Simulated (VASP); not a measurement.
# CeFeGeH (P4/nmm) in VASP: density of states with PBE

Aim: the density of states of CeFeGeH with PBE.

Everything below comes from runs of VASP 6.6.1. Logs are shortened: lines on timing, memory, paths and dates and some standing lists are left out, and cuts for length are marked.

### 1 The cell of the first run

It takes space group P4/nmm (No. 129, tetragonal). Conventional cell: a = 4.076 Å, b = 4.076 Å, c = 7.804 Å, α = 90.00°, β = 90.00°, γ = 90.00°. Ce (site symmetry 4mm) has 4 H at 2.44 Å and 4 Ge at 3.16 Å within 3.2 Å. H (site symmetry -4m2) has 4 Ce at 2.44 Å and 4 H at 2.88 Å within 3.2 Å. Within 3.2 Å of Ge (site symmetry 4mm) lie 4 Fe at 2.41 Å and 4 Ce at 3.16 Å. Within 3.2 Å of Fe (site symmetry -4m2) lie 4 Ge at 2.41 Å and 4 Fe at 2.88 Å.

### 2 Density of states, PBE, collinear spin, antiferromagnetic start

POSCAR

```
CeFeGeH
1.0
    4.0760061100      0.0000000000      0.0000000000
    0.0000000000      4.0760061100      0.0000000000
    0.0000000000      0.0000000000      7.8039379800
Ce H Ge Fe
2 2 2 2
Direct
    0.2500000000      0.2500000000      0.6709000000
    0.7500000000      0.7500000000      0.3291000000
    0.2500000000      0.7500000000      0.5000000000
    0.7500000000      0.2500000000      0.5000000000
    0.2500000000      0.2500000000      0.1643000000
    0.7500000000      0.7500000000      0.8357000000
    0.7500000000      0.2500000000      0.0000000000
    0.2500000000      0.7500000000      0.0000000000
```

INCAR.step1

```
SYSTEM = CeFeGeH
PREC     = Accurate       ! precision mode
ENCUT    = 520            ! plane-wave cutoff, eV
EDIFF    = 1E-7           ! SCF threshold, eV
ISMEAR   = -1             ! smearing method
SIGMA    = 0.1            ! smearing width, eV
LREAL    = .False.        ! projectors in reciprocal space
LASPH    = .True.         ! aspherical terms in the spheres
NELM     = 150            ! most SCF steps
ALGO     = Normal         ! electronic algorithm
ISIF     = 2              ! what is computed and relaxed
LWAVE    = .False.        ! write WAVECAR
LCHARG   = .True.         ! write CHGCAR
ISPIN    = 2              ! spin polarisation
MAGMOM   = -0.67 -0.67 0 0 -0.02 -0.02 0.71 0.71 ! initial moments
LMAXMIX  = 6              ! l up to which the mixer works
GGA      = PE             ! functional
NELECT   = 71.0         
NBANDS   = 49             ! bands
```

KPOINTS.step1

```
Automatic mesh
0
Gamma
  6 6 3
  0 0 0
```

INCAR.step2

```
SYSTEM = CeFeGeH
PREC     = Accurate       ! precision mode
ENCUT    = 520            ! plane-wave cutoff, eV
EDIFF    = 1E-7           ! SCF threshold, eV
ISMEAR   = -5             ! smearing method
SIGMA    = 0.1            ! smearing width, eV
LREAL    = .False.        ! projectors in reciprocal space
LASPH    = .True.         ! aspherical terms in the spheres
NELM     = 150            ! most SCF steps
ALGO     = Normal         ! electronic algorithm
ISIF     = 2              ! what is computed and relaxed
LWAVE    = .False.        ! write WAVECAR
LCHARG   = .False.        ! write CHGCAR
ISPIN    = 2              ! spin polarisation
MAGMOM   = -0.67 -0.67 0 0 -0.02 -0.02 0.71 0.71 ! initial moments
LORBIT   = 10             ! projections on sites
LMAXMIX  = 6              ! l up to which the mixer works
GGA      = PE             ! functional
NEDOS    = 2001           ! points of the DOS
ICHARG   = 11             ! starting density
NELECT   = 71.0
```

KPOINTS.step2

```
Automatic mesh
0
Gamma
  9 9 5
  0 0 0
```

Potentials or basis: VASP PAW PBE potentials, release 64 (Ce, H, Ge_d, Fe).

The run is started by

```sh
$ cat potpaw_PBE.64/Ce/POTCAR potpaw_PBE.64/H/POTCAR potpaw_PBE.64/Ge_d/POTCAR potpaw_PBE.64/Fe/POTCAR > POTCAR
$ cp INCAR.step1 INCAR
$ cp KPOINTS.step1 KPOINTS
$ mpirun -np 1 vasp_std > vasp.out
$ cp INCAR.step2 INCAR
$ cp KPOINTS.step2 KPOINTS
$ mpirun -np 1 vasp_std > vasp.out
```

OUTCAR:

```text
SYSTEM = CeFeGeH
   PREC = Accurate
   ENCUT = 520
   EDIFF = 1E-7
   ISMEAR = -5
   LREAL = .False.
   LASPH = .True.
   NELM = 150
   ISIF = 2
   ISPIN = 2
   LORBIT = 10
   GGA = PE
   ICHARG = 11
   NELECT = 71.0

 ion  position               nearest neighbor table
   1  0.250  0.250  0.671-
   2  0.750  0.750  0.329-
   3  0.250  0.750  0.500-
   4  0.750  0.250  0.500-
   5  0.250  0.250  0.164-   7 2.41   8 2.41   8 2.41   7 2.41
   6  0.750  0.750  0.836-   7 2.41   8 2.41   7 2.41   8 2.41
   7  0.750  0.250  0.000-   5 2.41   6 2.41   6 2.41   5 2.41   8 2.88   8 2.88   8 2.88   8 2.88

   8  0.250  0.750  0.000-   5 2.41   6 2.41   5 2.41   6 2.41   7 2.88   7 2.88   7 2.88   7 2.88

  LATTYP: Found a simple tetragonal cell.
 ALAT       =     4.0760061100
 C/A-ratio  =     1.9146040927

  Lattice vectors:

 A1 = (   4.0760061100,   0.0000000000,   0.0000000000)
 A2 = (   0.0000000000,   4.0760061100,   0.0000000000)
 A3 = (   0.0000000000,   0.0000000000,   7.8039379800)

Analysis of symmetry for initial positions (statically):
=====================================================================
 Subroutine PRICEL returns:
 Original cell was already a primitive cell.

 Routine SETGRP: Setting up the symmetry group for a
 simple tetragonal supercell.

 Subroutine GETGRP returns: Found 16 space group operations
 (whereof  4 operations were pure point group operations)
 out of a pool of 16 trial point group operations.

The static configuration has the point symmetry C_2h.
 The point group associated with its full space group is D_4h.

Analysis of symmetry for dynamics (positions and initial velocities):
=====================================================================
 Subroutine PRICEL returns:
 Original cell was already a primitive cell.

 Routine SETGRP: Setting up the symmetry group for a
 simple tetragonal supercell.

 Subroutine GETGRP returns: Found 16 space group operations
 (whereof  4 operations were pure point group operations)
 out of a pool of 16 trial point group operations.

The dynamic configuration has the point symmetry C_2h.
 The point group associated with its full space group is D_4h.

Analysis of structural, dynamic, and magnetic symmetry:
=====================================================================
 Subroutine PRICEL returns:
 Original cell was already a primitive cell.

 Routine SETGRP: Setting up the symmetry group for a
 simple tetragonal supercell.

 Subroutine GETGRP returns: Found 16 space group operations
 (whereof  4 operations were pure point group operations)
 out of a pool of 16 trial point group operations.

The overall configuration has the point symmetry C_2h.
 The point group associated with its full space group is D_4h.

 Subroutine INISYM returns: Found 16 space group operations
 (whereof  4 operations are pure point group operations),
 and found     1 'primitive' translations

----------------------------------------------------------------------------------------

                                     Primitive cell

  volume of cell :     129.6533

  direct lattice vectors                    reciprocal lattice vectors
     4.076006110  0.000000000  0.000000000     0.245338199  0.000000000  0.000000000
     0.000000000  4.076006110  0.000000000     0.000000000  0.245338199  0.000000000
     0.000000000  0.000000000  7.803937980     0.000000000  0.000000000  0.128140434

  length of vectors
     4.076006110  4.076006110  7.803937980     0.245338199  0.245338199  0.128140434

  position of ions in fractional coordinates (direct lattice)
     0.250000000  0.250000000  0.670900000
[... 54 lines left out ...]
  0.111111  0.111111  0.000000      4.000000
[... 16 lines left out ...]
  0.333333  0.111111  0.200000     16.000000
  0.444444  0.111111  0.200000     16.000000
 [... further k-points ...]
   k-points           NKPTS =     45   k-points in BZ     NKDIM =     45   number of bands    NBANDS=     42
   number of dos      NEDOS =   2001   number of ions     NIONS =      8
   total plane-waves  NPLWV =  54000
   dimension x,y,z NGX =    30 NGY =   30 NGZ =   60
   dimension x,y,z NGXF=    60 NGYF=   60 NGZF=  120
   ions per type =               2   2   2   2
   NGX,Y,Z   is equivalent  to a cutoff of  12.24, 12.24, 12.78 a.u.
   NGXF,Y,Z  is equivalent  to a cutoff of  24.47, 24.47, 25.56 a.u.
 SYSTEM =  CeFeGeH
   PREC   = accura    normal or accurate (medium, high low for compatibility)
   ISTART =      0    job   : 0-new  1-cont  2-samecut
   ICHARG =     11    charge: 1-file 2-atom 10-const
   ISPIN  =      2    spin polarized calculation?
   LNONCOLLINEAR =      F non collinear calculations
   LSORBIT =      F    spin-orbit coupling
   LASPH  =      T    aspherical Exc in radial PAW
   ENCUT  =  520.0 eV  38.22 Ry    6.18 a.u.   7.58  7.58 14.51*2*pi/ulx,y,z
   NELM   =    150;   NELMIN=  2; NELMDL=  0     # of ELM steps
   EDIFF  = 0.1E-06   stopping-criterion for ELM
   LREAL  =      F    real-space projection
   EDIFFG = 0.1E-05   stopping-criterion for IOM
   NSW    =      0    number of steps for IOM
   IBRION =     -1    ionic relax: 0-MD 1-quasi-New 2-CG
   NFREE  =      0    steps in history (QN), initial steepest desc. (CG)
   ISIF   =      2    stress and relaxation
   ISYM   =      2    0-nonsym 1-usesym 2-fastsym
   POTIM  = 0.5000    time-step for ionic-motion
   TEBEG  =    0.0;   TEEND  =   0.0 temperature during run
   PSTRESS=    0.0 pullay stress
   NELECT =      71.0000    total number of electrons
   NUPDOWN=      -1.0000    fix difference up-down
   EMIN   =  10.00;   EMAX   =-10.00  energy-range for DOS
   EFERMI =   0.00;   METHOD = LEGACY
   ISMEAR =    -5;   SIGMA  =   0.10  broadening in eV -4-tet -1-fermi 0-gaus
   EFERMI_NEDOS =   21; number of points for ismear=-14 and -15
   IALGO  =     38    algorithm
   IMIX   =      4    mixing-type and parameters
     AMIX     =   0.40;   BMIX     =  1.00
     AMIX_MAG =   1.60;   BMIX_MAG =  1.00
  volume/ion in A,a.u.               =      16.21       109.37
  Fermi-wavevector in a.u.,A,eV,Ry     =   1.339368  2.531038 24.407567  1.793906
  Thomas-Fermi vector in A             =   2.467765
   LORBIT       =     10    0 simple, 1 ext, 2 COOP (PROOUT), +10 PAW based schemes
   GGA     = PE    functional components
   LHFCALC =     F    Hartree Fock is set to
   AEXX    =    0.0000 exact exchange contribution
   IVDW    =     0    specifies the selected vdW correction
   LEPSILON=     F    determine dielectric tensor
   LRPA    =     F    only Hartree local field effects (RPA)
 spin polarized calculation
 Fermi weights with tetrahedron method with Bloechl corrections
  energy-cutoff  :      520.00
  volume of cell :      129.65
 maximum number of plane-waves:      3515

 number of electron      70.9999954 magnetization      -0.2334313

 Free energy of the ion-electron system (eV)
  ---------------------------------------------------
  ext. energy  EPLUGINS =         0.00000000
  ---------------------------------------------------
  free energy    TOTEN  =       -41.52326693 eV

  energy without entropy =      -41.52326693  energy(sigma->0) =      -41.52326693

 E-fermi :   6.7156     XC(G=0): -11.2283

 val. band max:        6.7879575385   @ k =   0.4444   0.0000   0.0000
 cond. band min:       6.6630397294   @ k =   0.1111   0.0000   0.0000
 fundamental gap:     -0.1249178090
 Fermi energy:         6.7155960194

 spin component 1

 k-point     1 :       0.0000    0.0000    0.0000
  band No.  band energies     occupation
      1     -27.8208      1.00000
      2     -27.7540      1.00000
      3     -17.3352      1.00000
      4     -17.3352      1.00000
      5     -17.3307      1.00000
      6     -17.3307      1.00000
[... 1069 lines left out ...]
     41       7.3361      0.00000
     42       7.3640      0.00000

 [... further k-points ...]

 spin component 2

 k-point     1 :       0.0000    0.0000    0.0000
  band No.  band energies     occupation
      1     -28.1391      1.00000
      2     -28.0742      1.00000
      3     -17.3378      1.00000
      4     -17.3378      1.00000
      5     -17.3333      1.00000
      6     -17.3333      1.00000
[... 1069 lines left out ...]
     41       7.0659      0.00000
     42       7.1008      0.00000

 [... further k-points ...]

------------------------ aborting loop because EDIFF is reached ----------------------------------------

  FORCE on cell =-STRESS in cart. coord.  units (eV):
  Direction    XX          YY          ZZ          XY          YZ          ZX
  --------------------------------------------------------------------------------------
  -------------------------------------------------------------------------------------
  Total        0.6415267      0.6415267      0.0652082      0.0000000     -0.0000000      0.0000000
  in kB        7.9276028      7.9276028      0.8058034      0.0000000     -0.0000000      0.0000000
  external PRESSURE =       5.5536697 kB  Pullay stress =       0.0000000 kB

 VOLUME and BASIS-vectors are now :
 -----------------------------------------------------------------------------
  energy-cutoff  :      520.00
  volume of cell :      129.65
      direct lattice vectors                 reciprocal lattice vectors
     4.076006110  0.000000000  0.000000000     0.245338199  0.000000000  0.000000000
     0.000000000  4.076006110  0.000000000     0.000000000  0.245338199  0.000000000
     0.000000000  0.000000000  7.803937980     0.000000000  0.000000000  0.128140434

 POSITION                                       TOTAL-FORCE (eV/Angst)
 -----------------------------------------------------------------------------------
      1.01900      1.01900      5.23566        -0.000000     -0.000000      1.069925
      3.05700      3.05700      2.56828        -0.000000      0.000000     -1.069925
      1.01900      3.05700      3.90197        -0.000000      0.000000      0.000000
      3.05700      1.01900      3.90197        -0.000000      0.000000      0.000000
      1.01900      1.01900      1.28219        -0.000000     -0.000000     -0.220076
      3.05700      3.05700      6.52175         0.000000      0.000000      0.220076
      3.05700      1.01900      0.00000         0.000000     -0.000000      0.000000
      1.01900      3.05700      0.00000        -0.000000     -0.000000      0.000000
 -----------------------------------------------------------------------------------
    total drift:                                0.000000      0.000000     -0.000000

  FREE ENERGIE OF THE ION-ELECTRON SYSTEM (eV)
  ---------------------------------------------------
  free  energy   TOTEN  =       -41.5232669261 eV

  energy  without entropy=      -41.5232669261  energy(sigma->0) =      -41.52326693

 total charge

# of ion       s       p       d       f       tot
--------------------------------------------------
    1        2.036   5.723   0.862   0.909   9.529
    2        2.036   5.723   0.862   0.909   9.529
    3        0.538   0.006   0.000   0.000   0.544
    4        0.538   0.006   0.000   0.000   0.544
    5        1.132   1.343  10.062   0.000  12.537
    6        1.132   1.343  10.062   0.000  12.537
    7        0.405   0.479   6.520   0.000   7.405
    8        0.405   0.479   6.520   0.000   7.405
--------------------------------------------------
tot          8.222  15.101  34.889   1.817  60.029

 magnetization (x)

# of ion       s       p       d       f       tot
--------------------------------------------------
    1        0.000   0.002  -0.041  -0.476  -0.515
    2        0.000   0.002  -0.041  -0.476  -0.515
    3        0.004  -0.000   0.000   0.000   0.004
    4        0.004  -0.000   0.000   0.000   0.004
    5       -0.000  -0.023  -0.002   0.000  -0.025
    6       -0.000  -0.023  -0.002   0.000  -0.025
    7        0.004  -0.000   0.559   0.000   0.563
    8        0.004  -0.000   0.559   0.000   0.563
--------------------------------------------------
tot          0.017  -0.043   1.034  -0.952   0.056
```

Wall time 14 min (1 thread of Intel Xeon 6975P-C (Granite Rapids), shared host); peak memory 0.55 GiB.

Results:

```yaml
Net_moment: -0.23 μB per cell
Site_moments: Ce -0.52; H +0.00; Ge -0.03; Fe +0.56 μB
Valence_electrons_inside_the_program's_atomic_spheres: Ce 9.53; H 0.54; Ge 12.54; Fe 7.41
```

Caveat: the cell carries a net charge on a neutralising background, which shifts energy and pressure; the cell is charged against a uniform background, so pressure and absolute levels hang on convention; the magnetic or orbital state may not be the lowest; spin-orbit coupling is left out, which moves the levels of the heavy elements; without U or exact exchange the open f shell lies at the Fermi level, which spoils levels, moments and volumes; tetrahedron occupations give inexact forces and stress in metals. The state reached can hang on the start; a lower one may exist.
